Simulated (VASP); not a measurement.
# Cu in VASP: single point with r2SCAN

Aim: the single point of Cu with r2SCAN.

All numbers are computed with VASP 6.6.1; they aren't measurements. Logs are shortened: lines on timing, memory, paths and dates and some standing lists are left out, and cuts for length are marked.

## (1) The cell of the first run

The cell holds a sublattice, 3 atoms: a = 5.259 Å, b = 5.259 Å, c = 5.259 Å, α = 90.00°, β = 90.00°, γ = 90.00°.

## (2) Single point, r2SCAN, collinear spin

POSCAR reads:

```
Cu
1.0
    5.2592082300      0.0000000000      0.0000000000
    0.0000000000      5.2592082300      0.0000000000
    0.0000000000      0.0000000000      5.2592082300
Cu
3
Direct
    0.0000000000      0.5000000000      0.5000000000
    0.5000000000      0.5000000000      0.0000000000
    0.5000000000      0.0000000000      0.5000000000
```

INCAR.step1 reads:

```
PREC     = Accurate       # precision mode
ENCUT    = 520            # plane-wave cutoff, eV
ISMEAR   = 0              # smearing method
SIGMA    = 0.1            # smearing width, eV
LREAL    = False          # projectors in reciprocal space
LASPH    = True           # aspherical terms in the spheres
NELM     = 150            # most SCF steps
ISPIN    = 2              # spin polarisation
MAGMOM   = 1 1 1          # initial moments
LMAXMIX  = 4              # l up to which the mixer works
NBANDS   = 28             # bands
GGA      = PE             # functional
ALGO     = Normal         # electronic algorithm
EDIFF    = 1E-4           # SCF threshold, eV
LWAVE    = True           # write WAVECAR
LCHARG   = False          # write CHGCAR
```

INCAR.step2 reads:

```
PREC     = Accurate       # precision mode
ENCUT    = 520            # plane-wave cutoff, eV
EDIFF    = 1E-6           # SCF threshold, eV
ISMEAR   = 0              # smearing method
SIGMA    = 0.1            # smearing width, eV
LREAL    = False          # projectors in reciprocal space
LASPH    = True           # aspherical terms in the spheres
NELM     = 150            # most SCF steps
ALGO     = Normal         # electronic algorithm
ISIF     = 2              # what is computed and relaxed
LWAVE    = False          # write WAVECAR
LCHARG   = False          # write CHGCAR
ISPIN    = 2              # spin polarisation
MAGMOM   = 1 1 1          # initial moments
LORBIT   = 11             # projections on sites
LMAXMIX  = 4              # l up to which the mixer works
METAGGA  = R2SCAN         # meta-GGA
LMIXTAU  = True         
NBANDS   = 28             # bands
ISTART   = 1
```

KPOINTS reads:

```
regular mesh
0
Gamma
  6 6 6
```

Potentials or basis: VASP PAW PBE potentials, release 64 (Cu).

Run with:

```bash
> cat potpaw_PBE.64/Cu/POTCAR > POTCAR
> cp INCAR.step1 INCAR
> mpirun -np 1 vasp_std > vasp.out
> cp INCAR.step2 INCAR
> mpirun -np 1 vasp_std > vasp.out
```

OUTCAR:

```text
PREC = Accurate
   ENCUT = 520
   EDIFF = 1E-6
   ISMEAR = 0
   LREAL = False
   LASPH = True
   NELM = 150
   ISIF = 2
   ISPIN = 2
   LORBIT = 11
   METAGGA = R2SCAN
   ISTART = 1

 ion  position               nearest neighbor table
   1  0.000  0.500  0.500-
   2  0.500  0.500  0.000-
   3  0.500  0.000  0.500-

  LATTYP: Found a simple cubic cell.
 ALAT       =     5.2592082300

  Lattice vectors:

 A1 = (   5.2592082300,   0.0000000000,   0.0000000000)
 A2 = (   0.0000000000,   5.2592082300,   0.0000000000)
 A3 = (   0.0000000000,   0.0000000000,   5.2592082300)

Analysis of symmetry for initial positions (statically):
=====================================================================
 Subroutine PRICEL returns:
 Original cell was already a primitive cell.

 Routine SETGRP: Setting up the symmetry group for a
 simple cubic supercell.

 Subroutine GETGRP returns: Found 48 space group operations
 (whereof 48 operations were pure point group operations)
 out of a pool of 48 trial point group operations.

The static configuration has the point symmetry O_h .

Analysis of symmetry for dynamics (positions and initial velocities):
=====================================================================
 Subroutine PRICEL returns:
 Original cell was already a primitive cell.

 Routine SETGRP: Setting up the symmetry group for a
 simple cubic supercell.

 Subroutine GETGRP returns: Found 48 space group operations
 (whereof 48 operations were pure point group operations)
 out of a pool of 48 trial point group operations.

The dynamic configuration has the point symmetry O_h .

Analysis of structural, dynamic, and magnetic symmetry:
=====================================================================
 Subroutine PRICEL returns:
 Original cell was already a primitive cell.

 Routine SETGRP: Setting up the symmetry group for a
 simple cubic supercell.

 Subroutine GETGRP returns: Found 48 space group operations
 (whereof 48 operations were pure point group operations)
 out of a pool of 48 trial point group operations.

The overall configuration has the point symmetry O_h .

 Subroutine INISYM returns: Found 48 space group operations
 (whereof 48 operations are pure point group operations),
 and found     1 'primitive' translations

----------------------------------------------------------------------------------------

                                     Primitive cell

  volume of cell :     145.4659

  direct lattice vectors                    reciprocal lattice vectors
     5.259208230  0.000000000  0.000000000     0.190142690  0.000000000  0.000000000
     0.000000000  5.259208230  0.000000000     0.000000000  0.190142690  0.000000000
     0.000000000  0.000000000  5.259208230     0.000000000  0.000000000  0.190142690

  length of vectors
     5.259208230  5.259208230  5.259208230     0.190142690  0.190142690  0.190142690

  position of ions in fractional coordinates (direct lattice)
     0.000000000  0.500000000  0.500000000
     0.500000000  0.500000000  0.000000000
     0.500000000  0.000000000  0.500000000

  ion indices of the primitive-cell ions
   primitive index   ion index
                 1           1
                 2           2
                 3           3

----------------------------------------------------------------------------------------

 KPOINTS: regular mesh

Automatic generation of k-mesh.
 Grid dimensions read from file:
 generate k-points for:    6    6    6

 Generating k-lattice:

  Cartesian coordinates                     Fractional coordinates (reciprocal lattice)
     0.031690448  0.000000000  0.000000000     0.166666667  0.000000000  0.000000000
     0.000000000  0.031690448  0.000000000     0.000000000  0.166666667  0.000000000
     0.000000000  0.000000000  0.031690448     0.000000000  0.000000000  0.166666667

  Length of vectors
     0.031690448  0.031690448  0.031690448

  Shift w.r.t. Gamma in fractional coordinates (k-lattice)
     0.000000000  0.000000000  0.000000000

 Subroutine IBZKPT returns following result:
 ===========================================

 Found     20 irreducible k-points:

 Following reciprocal coordinates:
            Coordinates               Weight
  0.000000  0.000000  0.000000      1.000000
  0.166667  0.000000  0.000000      6.000000
  0.333333  0.000000  0.000000      6.000000
  0.500000  0.000000  0.000000      3.000000
  0.166667  0.166667  0.000000     12.000000
  0.333333  0.166667  0.000000     24.000000
[... 12 lines left out ...]
  0.500000  0.500000  0.333333      6.000000
  0.500000  0.500000  0.500000      1.000000
   k-points           NKPTS =     20   k-points in BZ     NKDIM =     20   number of bands    NBANDS=     28
   number of dos      NEDOS =    301   number of ions     NIONS =      3
   total plane-waves  NPLWV =  64000
   dimension x,y,z NGX =    40 NGY =   40 NGZ =   40
   dimension x,y,z NGXF=    80 NGYF=   80 NGZF=   80
   ions per type =               3
   NGX,Y,Z   is equivalent  to a cutoff of  12.64, 12.64, 12.64 a.u.
   NGXF,Y,Z  is equivalent  to a cutoff of  25.29, 25.29, 25.29 a.u.
 SYSTEM =  unknown system
   PREC   = accura    normal or accurate (medium, high low for compatibility)
   ISTART =      1    job   : 0-new  1-cont  2-samecut
   ICHARG =      0    charge: 1-file 2-atom 10-const
   ISPIN  =      2    spin polarized calculation?
   LNONCOLLINEAR =      F non collinear calculations
   LSORBIT =      F    spin-orbit coupling
   LASPH  =      T    aspherical Exc in radial PAW
   ENCUT  =  520.0 eV  38.22 Ry    6.18 a.u.   9.78  9.78  9.78*2*pi/ulx,y,z
   NELM   =    150;   NELMIN=  2; NELMDL=  0     # of ELM steps
   EDIFF  = 0.1E-05   stopping-criterion for ELM
   LREAL  =      F    real-space projection
   EDIFFG = 0.1E-04   stopping-criterion for IOM
   NSW    =      0    number of steps for IOM
   IBRION =     -1    ionic relax: 0-MD 1-quasi-New 2-CG
   NFREE  =      0    steps in history (QN), initial steepest desc. (CG)
   ISIF   =      2    stress and relaxation
   ISYM   =      2    0-nonsym 1-usesym 2-fastsym
   POTIM  = 0.5000    time-step for ionic-motion
   TEBEG  =    0.0;   TEEND  =   0.0 temperature during run
   PSTRESS=    0.0 pullay stress
   NELECT =      33.0000    total number of electrons
   NUPDOWN=      -1.0000    fix difference up-down
   EMIN   =  10.00;   EMAX   =-10.00  energy-range for DOS
   EFERMI =   0.00;   METHOD = LEGACY
   ISMEAR =     0;   SIGMA  =   0.10  broadening in eV -4-tet -1-fermi 0-gaus
   EFERMI_NEDOS =   21; number of points for ismear=-14 and -15
   IALGO  =     38    algorithm
   IMIX   =      4    mixing-type and parameters
     AMIX     =   0.40;   BMIX     =  1.00
     AMIX_MAG =   1.60;   BMIX_MAG =  1.00
  volume/ion in A,a.u.               =      48.49       327.22
  Fermi-wavevector in a.u.,A,eV,Ry     =   0.998449  1.886795 13.563647  0.996900
  Thomas-Fermi vector in A             =   2.130673
   LORBIT       =     11    0 simple, 1 ext, 2 COOP (PROOUT), +10 PAW based schemes
   METAGGA = R2SCAN    functional components
   LHFCALC =     F    Hartree Fock is set to
   AEXX    =    0.0000 exact exchange contribution
   IVDW    =     0    specifies the selected vdW correction
   LEPSILON=     F    determine dielectric tensor
   LRPA    =     F    only Hartree local field effects (RPA)
 spin polarized calculation
 Gauss-broadening in eV      SIGMA  =   0.10
  energy-cutoff  :      520.00
  volume of cell :      145.47
 maximum number of plane-waves:      3948
 NGX is ok and might be reduce to    40
   NGX = 19   NGY = 19   NGZ = 19

 number of electron      33.0000099 magnetization      -0.0000939

 number of electron      33.0000099 magnetization       0.0000335

 Free energy of the ion-electron system (eV)
  ---------------------------------------------------
  ext. energy  EPLUGINS =         0.00000000
  ---------------------------------------------------
  free energy    TOTEN  =       -23.90117362 eV

  energy without entropy =      -23.88525963  energy(sigma->0) =      -23.89321662

 E-fermi :  -1.5560     XC(G=0):  -6.5368

 val. band max:       -1.5583083806   @ k =   0.5000   0.5000   0.1667
 cond. band min:      -1.5351276756   @ k =   0.5000   0.5000   0.3333
 fundamental gap:      0.0231807049
 Fermi energy:        -1.5560112873

 spin component 1

 k-point     1 :       0.0000    0.0000    0.0000
  band No.  band energies     occupation
      1      -4.4777      1.00000
      2      -3.0116      1.00000
      3      -2.9676      1.00000
      4      -2.9676      1.00000
      5      -2.9676      1.00000
      6      -2.9276      1.00000
[... 20 lines left out ...]
     27       7.3993      0.00000
     28       7.3993      0.00000
[... 559 lines left out ...]
 k-point    20 :       0.5000    0.5000    0.5000
  band No.  band energies     occupation
      1      -3.0839      1.00000
      2      -3.0839      1.00000
      3      -3.0839      1.00000
      4      -2.9299      1.00000
      5      -2.8351      1.00000
      6      -2.8351      1.00000
[... 20 lines left out ...]
     27       9.0377      0.00000
     28       9.0377      0.00000
 Fermi energy:        -1.5560112873

 spin component 2

 k-point     1 :       0.0000    0.0000    0.0000
  band No.  band energies     occupation
      1      -4.4777      1.00000
      2      -3.0116      1.00000
      3      -2.9676      1.00000
      4      -2.9676      1.00000
      5      -2.9676      1.00000
      6      -2.9276      1.00000
[... 20 lines left out ...]
     27       7.3994      0.00000
     28       7.3994      0.00000
[... 559 lines left out ...]
 k-point    20 :       0.5000    0.5000    0.5000
  band No.  band energies     occupation
      1      -3.0839      1.00000
      2      -3.0839      1.00000
      3      -3.0839      1.00000
      4      -2.9299      1.00000
      5      -2.8351      1.00000
      6      -2.8351      1.00000
[... 20 lines left out ...]
     27       9.0377      0.00000
     28       9.0377      0.00000

------------------------ aborting loop because EDIFF is reached ----------------------------------------

  FORCE on cell =-STRESS in cart. coord.  units (eV):
  Direction    XX          YY          ZZ          XY          YZ          ZX
  --------------------------------------------------------------------------------------
  -------------------------------------------------------------------------------------
  Total       -5.5276942     -5.5276942     -5.5276942      0.0000000      0.0000000      0.0000000
  in kB      -60.8826422    -60.8826422    -60.8826422      0.0000000      0.0000000      0.0000000
  external PRESSURE =     -60.8826422 kB  Pullay stress =       0.0000000 kB

 VOLUME and BASIS-vectors are now :
 -----------------------------------------------------------------------------
  energy-cutoff  :      520.00
  volume of cell :      145.47
      direct lattice vectors                 reciprocal lattice vectors
     5.259208230  0.000000000  0.000000000     0.190142690  0.000000000  0.000000000
     0.000000000  5.259208230  0.000000000     0.000000000  0.190142690  0.000000000
     0.000000000  0.000000000  5.259208230     0.000000000  0.000000000  0.190142690

 POSITION                                       TOTAL-FORCE (eV/Angst)
 -----------------------------------------------------------------------------------
      0.00000      2.62960      2.62960         0.000000      0.000000      0.000000
      2.62960      2.62960      0.00000         0.000000      0.000000      0.000000
      2.62960      0.00000      2.62960         0.000000      0.000000      0.000000
 -----------------------------------------------------------------------------------
    total drift:                               -0.000000     -0.000000     -0.000000

  FREE ENERGIE OF THE ION-ELECTRON SYSTEM (eV)
  ---------------------------------------------------
  free  energy   TOTEN  =       -23.9011736211 eV

  energy  without entropy=      -23.8852596275  energy(sigma->0) =      -23.89321662

 total charge

# of ion       s       p       d       tot
------------------------------------------
    1        0.299   0.027   9.376   9.701
    2        0.299   0.027   9.376   9.701
    3        0.299   0.027   9.376   9.701
--------------------------------------------------
tot          0.896   0.080  28.128  29.104

 magnetization (x)

# of ion       s       p       d       tot
------------------------------------------
    1        0.000   0.000  -0.000   0.000
    2        0.000   0.000  -0.000   0.000
    3        0.000   0.000  -0.000   0.000
--------------------------------------------------
tot          0.000   0.000  -0.000   0.000
```

Run time: 3.2 min. Hardware: 1 thread of Intel Xeon 6975P-C (Granite Rapids), shared host; peak memory 0.37 GiB.

Results:

| Item | Value |
| --- | --- |
| Free energy | -23.9012 eV |
| Pressure | -6.1 GPa |
| Net moment | 0.00 μB per cell |
| Valence electrons inside the program's atomic spheres | Cu 9.70 |

Caveat: the PAW data sets were made with another functional, which shifts forces and pressure a little.
